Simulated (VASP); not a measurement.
## Zn: single point with PBE

Zn:

```
Zn
1.0
     0.00000    2.87306    2.87306
     2.87306    0.00000    2.87306
     2.87306    2.87306    0.00000
Zn
2
Direct
  0.12500 0.12500 0.12500
  0.87500 0.87500 0.87500
```

This cell differs from its parent crystal: volume scaled by 0.96.

- Program: VASP 6.6.1
- Task: single point
- Functional: PBE
- Potentials or basis: VASP PAW PBE potentials, release 64 (Zn)
- Cutoff: 520 eV
- k mesh: 11 × 11 × 11
- Occupations: fermi-dirac, width 0.1 eV
- Spin: no spin polarisation
- Dipole correction: no
- Further INCAR settings: ALGO = Normal; EDIFF = 1e-06; NBANDS = 19

| Item | Value |
| --- | --- |
| Pressure | 1.3 GPa |
| Band gap on the k mesh | zero (band 12 reaches 5.80 eV, above the bottom of band 13 at -0.27 eV) |

Levels at points of the mesh, in eV from the Fermi level:
```csv
k point,band 9,band 10,band 11,band 12,band 13,band 14,band 15,band 16
"(0.00, 0.00, 0.00)",-6.97,-6.76,-6.76,5.36,5.36,5.36,6.83,6.83
```

Run time: 17 s on 1 thread of AMD EPYC 9R45 96-Core Processor (Zen 5), on a shared host, peak memory 0.16 GiB.
